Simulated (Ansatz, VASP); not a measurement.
# Two plane-wave programs on Sb

```xyz
2
Lattice="0.0000 3.3525 3.3525 3.3525 0.0000 3.3525 3.3525 3.3525 0.0000" Properties=species:S:1:pos:R:3 pbc="T T T"
Sb    0.8381    0.8381    0.8381
Sb    5.8669    5.8669    5.8669
```

Alike in both runs: task single point; functional PBE; k mesh 9 × 9 × 9; occupations fermi-dirac, width 0.1 eV; no spin polarisation.

```csv
,VASP,Ansatz
version,VASP 6.6.1,Ansatz 0.2.0
potentials or method,"VASP PAW PBE potentials, release 64 (Sb), cutoff 520 eV","plane waves (420 eV) with PAW, scalar-relativistic"
valence electrons in the cell,10,30
```

```csv
,VASP,Ansatz,Ansatz less VASP
pressure (GPa),5.1,5.1,-0.08
```

VASP's potentials hold 10 valence electrons a cell and Ansatz's 30, so a difference there can come from the potentials and not from the codes.

Spin-orbit coupling is off throughout.
